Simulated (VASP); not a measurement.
Set up this calculation in VASP 6.6.1, as the native input.

* Task: electric field gradients
* Functional: PBE
* Potentials or basis: VASP PAW PBE potentials, release 64 (P)
* Cutoff: 520 eV
* k mesh: 15 × 15 × 8
* Occupations: fermi-dirac, width 0.05 eV
* Spin: no spin polarisation
* Dipole correction: no
* Further INCAR settings: ALGO = Normal; EDIFF = 1e-08; NBANDS = 12

The structure of P lies in POSCAR:

```
P
1.0
    2.7277421120      0.0000000000      0.0000000000
   -1.3638710560      2.3622939640      0.0000000000
    0.0000000000      0.0000000000      4.6256045026
P
2
Direct
    0.3333333333      0.6666666667      0.2500000000
    0.6666666667      0.3333333333      0.7500000000
```

This isn't the form of P at room conditions, which is orthorhombic.

One way to write it, as run:

INCAR

```
ALGO = Normal
EDIFF = 1E-8
ENCUT = 520
GGA = PE
ISIF = 2
ISMEAR = -1
LASPH = T
LCHARG = F
LEFG = T
LREAL = F
LWAVE = F
NBANDS = 12
NELM = 100
PREC = Accurate
SIGMA = 0.05
```

KPOINTS

```
k-points
0
Gamma
  15 15 8
```

Potentials or basis: VASP PAW PBE potentials, release 64 (P).

Launch:

```console
$ cat potpaw_PBE.64/P/POTCAR > POTCAR
$ mpirun -np 1 vasp_std > vasp.out
```

Results of the run:

| Property | Result |
| --- | --- |
| Pressure | -2.3 GPa |
| Band gap on the k mesh | zero (bands 5 and 6 overlap by 10.48 eV) |
| Largest electric field gradient by atom | P -0.5 V/Å² |

Caveat: without QUAD_EFG the Cq values of the log hold for a quadrupole moment of 1 mb, not for the nuclei.

Wall time 15 s on 1 thread of Intel(R) Xeon(R) 6975P-C (Granite Rapids) (shared host), peak memory 0.15 GiB.
